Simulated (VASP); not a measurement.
# Be4Se3 (P-42m) in VASP: relaxation of cell and atoms with PBE

Aim: the relaxation of cell and atoms of Be4Se3 with PBE.

Everything below comes from runs of VASP 6.6.1. Logs are shortened: lines on timing, memory, paths and dates and some standing lists are left out, and cuts for length are marked.

## (1) The cell of the first run

It takes space group P-42m (No. 111, tetragonal). The conventional cell has a = 4.740 Å, b = 4.740 Å, c = 4.906 Å, α = 90.00°, β = 90.00°, γ = 90.00°. Be (site symmetry m) has 3 Se at 2.08 to 2.13 Å within 2.7 Å. Se (site symmetry -42m) has 4 Be at 2.13 Å and 2 Se at 2.45 Å within 2.8 Å. Within 2.8 Å of Se (site symmetry -42m) lie 4 Be at 2.08 Å and 2 Se at 2.45 Å. Within 2.7 Å of Se (site symmetry -42m) lie 4 Be at 2.08 Å.

The cell was generated, and may not be a known phase.

## (2) Relaxation of cell and atoms, PBE

The input, INCAR:

```
ALGO = Normal ; EDIFF = 1E-6
EDIFFG = -0.08 ; ENCUT = 600
GGA = PE ; IBRION = 2
ISIF = 3 ; ISMEAR = 0
LASPH = True ; LCHARG = False
LREAL = False ; LWAVE = False
NELM = 60 ; NSW = 36
PREC = Accurate ; SIGMA = 0.2
```

The input, KPOINTS:

```
k-points
0
Gamma
  4 4 3
```

The input, POSCAR:

```
Be4Se3
1.0
    4.7402678600      0.0000000000      0.0000000000
    0.0000000000      4.7402678600      0.0000000000
    0.0000000000      0.0000000000      4.9062448100
Be Se
4 3
Direct
    0.2554910200      0.2554910200      0.2597206200
    0.7445089800      0.7445089800      0.2597206200
    0.7445089800      0.2554910200      0.7402793800
    0.2554910200      0.7445089800      0.7402793800
    0.0000000000      0.0000000000      0.0000000000
    0.0000000000      0.0000000000      0.5000000000
    0.5000000000      0.5000000000      0.0000000000
```

Potentials or basis: VASP PAW PBE potentials, release 64 (Be, Se).

Started as:

```sh
$ cat potpaw_PBE.64/Be/POTCAR potpaw_PBE.64/Se/POTCAR > POTCAR
$ mpirun -np 1 vasp_std > vasp.out
```

OUTCAR:

```text
EDIFF = 1E-6
   EDIFFG = -0.08
   ENCUT = 600
   GGA = PE
   IBRION = 2
   ISIF = 3
   ISMEAR = 0
   LASPH = True
   LREAL = False
   NELM = 60
   NSW = 36
   PREC = Accurate

 ion  position               nearest neighbor table
   1  0.255  0.255  0.260-   7 2.08   6 2.08   5 2.13
   2  0.745  0.745  0.260-   7 2.08   6 2.08   5 2.13
   3  0.745  0.255  0.740-   7 2.08   6 2.08   5 2.13
   4  0.255  0.745  0.740-   7 2.08   6 2.08   5 2.13
   5  0.000  0.000  0.000-   1 2.13   2 2.13   3 2.13   4 2.13   6 2.45   6 2.45
   6  0.000  0.000  0.500-   1 2.08   2 2.08   3 2.08   4 2.08   5 2.45   5 2.45
   7  0.500  0.500  0.000-   1 2.08   2 2.08   3 2.08   4 2.08

  LATTYP: Found a simple tetragonal cell.
 ALAT       =     4.7402678600
 C/A-ratio  =     1.0350142555

  Lattice vectors:

 A1 = (   4.7402678600,   0.0000000000,   0.0000000000)
 A2 = (   0.0000000000,   4.7402678600,   0.0000000000)
 A3 = (   0.0000000000,   0.0000000000,   4.9062448100)

Analysis of symmetry for initial positions (statically):
=====================================================================
 Subroutine PRICEL returns:
 Original cell was already a primitive cell.

 Routine SETGRP: Setting up the symmetry group for a
 simple tetragonal supercell.

 Subroutine GETGRP returns: Found  8 space group operations
 (whereof  8 operations were pure point group operations)
 out of a pool of 16 trial point group operations.

The static configuration has the point symmetry D_2d.

Analysis of symmetry for dynamics (positions and initial velocities):
=====================================================================
 Subroutine PRICEL returns:
 Original cell was already a primitive cell.

 Routine SETGRP: Setting up the symmetry group for a
 simple tetragonal supercell.

 Subroutine GETGRP returns: Found  8 space group operations
 (whereof  8 operations were pure point group operations)
 out of a pool of 16 trial point group operations.

The dynamic configuration has the point symmetry D_2d.

 Subroutine INISYM returns: Found  8 space group operations
 (whereof  8 operations are pure point group operations),
 and found     1 'primitive' translations

----------------------------------------------------------------------------------------

                                     Primitive cell

  volume of cell :     110.2440

  direct lattice vectors                    reciprocal lattice vectors
     4.740267860  0.000000000  0.000000000     0.210958543  0.000000000  0.000000000
     0.000000000  4.740267860  0.000000000     0.000000000  0.210958543  0.000000000
     0.000000000  0.000000000  4.906244810     0.000000000  0.000000000  0.203821872

  length of vectors
[... 80 lines left out ...]
   LREAL  =      F    real-space projection
   EDIFFG = -.8E-01   stopping-criterion for IOM
   NSW    =     36    number of steps for IOM
   IBRION =      2    ionic relax: 0-MD 1-quasi-New 2-CG
   NFREE  =      1    steps in history (QN), initial steepest desc. (CG)
   ISIF   =      3    stress and relaxation
   ISYM   =      2    0-nonsym 1-usesym 2-fastsym
   POTIM  = 0.5000    time-step for ionic-motion
   TEBEG  =    0.0;   TEEND  =   0.0 temperature during run
   PSTRESS=    0.0 pullay stress
   NELECT =      26.0000    total number of electrons
   NUPDOWN=      -1.0000    fix difference up-down
   EMIN   =  10.00;   EMAX   =-10.00  energy-range for DOS
   EFERMI =   0.00;   METHOD = LEGACY
   ISMEAR =     0;   SIGMA  =   0.20  broadening in eV -4-tet -1-fermi 0-gaus
   EFERMI_NEDOS =   21; number of points for ismear=-14 and -15
   IALGO  =     38    algorithm
   IMIX   =      4    mixing-type and parameters
     AMIX     =   0.40;   BMIX     =  1.00
     AMIX_MAG =   1.60;   BMIX_MAG =  1.00
  volume/ion in A,a.u.               =      15.75       106.28
  Fermi-wavevector in a.u.,A,eV,Ry     =   1.011457  1.911377 13.919388  1.023046
  Thomas-Fermi vector in A             =   2.144508
   LORBIT       =      0    0 simple, 1 ext, 2 COOP (PROOUT), +10 PAW based schemes
   GGA     = PE    functional components
   LHFCALC =     F    Hartree Fock is set to
   AEXX    =    0.0000 exact exchange contribution
   IVDW    =     0    specifies the selected vdW correction
   LEPSILON=     F    determine dielectric tensor
   LRPA    =     F    only Hartree local field effects (RPA)
 conjugate gradient relaxation of ions
 non-spin polarized calculation
 Gauss-broadening in eV      SIGMA  =   0.20
  energy-cutoff  :      600.00
  volume of cell :      110.24
 maximum number of plane-waves:      3719
 NGX is ok and might be reduce to    40
   NGX = 19   NGY = 19   NGZ = 19

--------------------------------------- Ionic step        1  -------------------------------------------

 number of electron      25.9999998 magnetization

 Free energy of the ion-electron system (eV)
  ---------------------------------------------------
  ext. energy  EPLUGINS =         0.00000000
  ---------------------------------------------------
  free energy    TOTEN  =       -20.58521458 eV

  energy without entropy =      -20.50201713  energy(sigma->0) =      -20.54361585

 E-fermi :   5.6335     XC(G=0):  -9.5486

 val. band max:        5.6215057899   @ k =   0.5000   0.2500   0.3333
 cond. band min:       5.6774985153   @ k =   0.5000   0.2500   0.0000
 fundamental gap:      0.0559927254
 Fermi energy:         5.6334925103

 k-point     1 :       0.0000    0.0000    0.0000
  band No.  band energies     occupation
      1     -12.0644      2.00000
      2      -9.6872      2.00000
      3      -7.1072      2.00000
      4      -4.2795      2.00000
      5      -1.8942      2.00000
      6      -1.8942      2.00000
[... 345 lines left out ...]
  FREE ENERGIE OF THE ION-ELECTRON SYSTEM (eV)
  ---------------------------------------------------
  free  energy   TOTEN  =       -22.9269925744 eV

  energy  without entropy=      -22.8253708561  energy(sigma->0) =      -22.87618172

[... ionic steps 4 to 15 ...]

--------------------------------------- Ionic step       16  -------------------------------------------

 number of electron      25.9999998 magnetization

------------------------ aborting loop because EDIFF is reached ----------------------------------------
[... 77 lines left out ...]
--------------------------------------- Ionic step       18  -------------------------------------------

 number of electron      26.0000006 magnetization

 Free energy of the ion-electron system (eV)
  ---------------------------------------------------
  ext. energy  EPLUGINS =         0.00000000
  ---------------------------------------------------
  free energy    TOTEN  =       -23.83981760 eV

  energy without entropy =      -23.75302332  energy(sigma->0) =      -23.79642046

 E-fermi :   3.4499     XC(G=0):  -8.5035

 val. band max:        3.4150303613   @ k =   0.2500   0.0000   0.0000
 cond. band min:       3.4883967870   @ k =   0.5000   0.5000   0.3333
 fundamental gap:      0.0733664257
 Fermi energy:         3.4499488961

 k-point     1 :       0.0000    0.0000    0.0000
  band No.  band energies     occupation
      1     -11.9546      2.00000
      2     -10.6522      2.00000
      3      -9.7623      2.00000
      4      -4.3234      2.00000
      5      -2.5355      2.00000
      6      -2.5355      2.00000
[... 263 lines left out ...]
  FREE ENERGIE OF THE ION-ELECTRON SYSTEM (eV)
  ---------------------------------------------------
  free  energy   TOTEN  =       -23.8398176035 eV

  energy  without entropy=      -23.7530233155  energy(sigma->0) =      -23.79642046

 reached required accuracy - stopping structural energy minimisation
```

CONTCAR:

```text
Be4Se3
   1.00000000000000
     4.7688042351189948    0.0000000000000000    0.0000000000000000
     0.0000000000000000    4.7688042351189948    0.0000000000000000
     0.0000000000000000    0.0000000000000000    6.2905715225582144
  Be              Se
     4     3
Direct
     0.2339470146223900    0.2339470146223900    0.2256311975477680
     0.7660529853776101    0.7660529853776101    0.2256311975477680
     0.7660529853776101    0.2339470146223900    0.7743688024522322
     0.2339470146223899    0.7660529853776101    0.7743688024522322
     0.0000000000000000    0.0000000000000000    0.0000000000000000
     0.0000000000000000    0.0000000000000000    0.5000000000000000
     0.5000000000000000    0.5000000000000000    0.0000000000000000

  0.00000000E+00  0.00000000E+00  0.00000000E+00
  0.00000000E+00  0.00000000E+00  0.00000000E+00
  0.00000000E+00  0.00000000E+00  0.00000000E+00
  0.00000000E+00  0.00000000E+00  0.00000000E+00
  0.00000000E+00  0.00000000E+00  0.00000000E+00
  0.00000000E+00  0.00000000E+00  0.00000000E+00
  0.00000000E+00  0.00000000E+00  0.00000000E+00
```

Run time: 9.2 min. Hardware: 1 thread of AMD EPYC 7R13, shared host; peak memory 0.26 GiB.

Results:

```yaml
Free_energy: -23.8398 eV
Relaxed_volume: 20.44 Å³/atom
Relaxed_cell: a = 4.769 Å, b = 4.769 Å, c = 6.291 Å, α = 90.00°, β = 90.00°, γ = 90.00°
Space_group_after_relaxing_to_0.1_Å: P-42m (No. 111)
Energy_gained_by_relaxing: 464.9 meV/atom
Ionic_steps: 18
Pressure_after_relaxing: -0.1 GPa
Largest_force_after_relaxing: 0.059 eV/Å
Band_gap_on_the_k_mesh: zero (bands 13 and 14 overlap by 1.50 eV)
```

Forces in eV/Å, atoms in the order of the input:
```
Be   0.015  0.015 -0.055
Be  -0.015 -0.015 -0.055
Be  -0.015  0.015  0.055
Be   0.015 -0.015  0.055
Se   0.000  0.000  0.000
Se   0.000  0.000  0.000
Se   0.000  0.000  0.000
```

Step by step:
```csv
step,energy change (eV),largest force (eV/Å),pressure (GPa),volume (Å³)
1,0.0000,0.3079,21.81,110.24
2,-2.2418,0.8120,-3.77,147.20
3,-2.3418,0.5263,-1.22,138.81
4,-2.3423,0.5122,-0.99,138.21
5,-2.4494,0.5763,-0.26,136.33
6,-2.7430,0.8296,2.83,130.55
7,-2.1963,1.0912,11.65,118.31
8,-2.7844,0.8712,4.31,128.03
9,-2.8263,0.8612,4.24,128.28
10,-2.9147,0.7910,4.00,129.00
11,-2.8950,0.5269,3.79,130.20
12,-2.9397,0.6936,3.86,129.55
13,-3.0064,0.6353,3.02,131.39
14,-3.1439,0.4913,0.79,137.00
15,-3.1741,0.3398,-2.54,148.68
16,-3.1978,0.3747,-1.41,144.08
17,-3.2361,0.2231,-0.86,143.63
18,-3.2546,0.0588,-0.12,143.06
```

Final structure:
```cif
data_structure
_symmetry_space_group_name_H-M 'P 1'
_symmetry_Int_Tables_number 1
_cell_length_a 4.7688
_cell_length_b 4.7688
_cell_length_c 6.2906
_cell_angle_alpha 90.000
_cell_angle_beta 90.000
_cell_angle_gamma 90.000
_cell_volume 143.06
loop_
_atom_site_label
_atom_site_type_symbol
_atom_site_fract_x
_atom_site_fract_y
_atom_site_fract_z
_atom_site_occupancy
Be1 Be 0.23395 0.23395 0.22563 1
Be2 Be 0.76605 0.76605 0.22563 1
Be3 Be 0.76605 0.23395 0.77437 1
Be4 Be 0.23395 0.76605 0.77437 1
Se1 Se 0.00000 0.00000 0.00000 1
Se2 Se 0.00000 0.00000 0.50000 1
Se3 Se 0.50000 0.50000 0.00000 1
```

Levels at points of the mesh, in eV from the Fermi level:
```csv
k point,band 10,band 11,band 12,band 13,band 14,band 15,band 16,band 17
"(0.00, 0.00, 0.00)",-2.42,-2.42,-1.80,-1.39,-1.07,1.53,2.03,2.03
"(0.50, 0.00, 0.00)",-4.21,-3.50,-1.63,0.43,0.67,0.91,1.14,1.78
"(0.50, 0.50, 0.00)",-1.83,-1.83,-1.80,-0.95,-0.95,0.05,3.51,3.51
```

Caveat: the k points lie up to 0.33 Å⁻¹ apart in the final cell, too coarse for converged energies and pressures of a metal; the volume moved by over 15 % at a fixed basis, so the end points are rough; the relaxation stopped at a loose force limit of 0.08 eV/Å, so its end isn't a converged minimum.

The gap in the log of VASP goes by the Fermi energy; the results here count the filled bands.